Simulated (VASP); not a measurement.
Write the native input for VASP 6.6.1 that does the following.

* Task: single point
* Functional: LDA
* Potentials or basis: VASP PAW LDA potentials, release 64 (Bi_d)
* Cutoff: 520 eV
* k mesh: 10 × 10 × 10
* Occupations: methfessel-paxton, width 0.15 eV
* Spin: no spin polarisation
* Dipole correction: no
* Further INCAR settings: ALGO = Normal; EDIFF = 1e-07; NBANDS = 14

The structure of Bi lies in POSCAR:

```
Bi
1.0
   -2.0202924543      2.0202924543      2.0202924543
    2.0202924543     -2.0202924543      2.0202924543
    2.0202924543      2.0202924543     -2.0202924543
Bi
1
Direct
    0.0000000000      0.0000000000      0.0000000000
```

These files were run (other wordings do the same):

INCAR

```
ALGO = Normal
EDIFF = 1E-7
ENCUT = 520
GGA = CA
ISIF = 2
ISMEAR = 1
LASPH = True
LCHARG = False
LREAL = False
LWAVE = False
NBANDS = 14
NELM = 80
PREC = Accurate
SIGMA = 0.15
```

KPOINTS

```
k-points
0
Gamma
  10 10 10
```

Potentials or basis: VASP PAW LDA potentials, release 64 (Bi_d).

Command:

```sh
$ cat potpaw_LDA.64/Bi_d/POTCAR > POTCAR
$ mpirun -np 1 vasp_std > vasp.out
```

It gave:

| Quantity | Value |
| --- | --- |
| Pressure | -5.6 GPa |

Run time: 11 s on 1 thread of Intel(R) Xeon(R) 6975P-C (Granite Rapids), with other jobs on the host, peak memory 0.14 GiB.
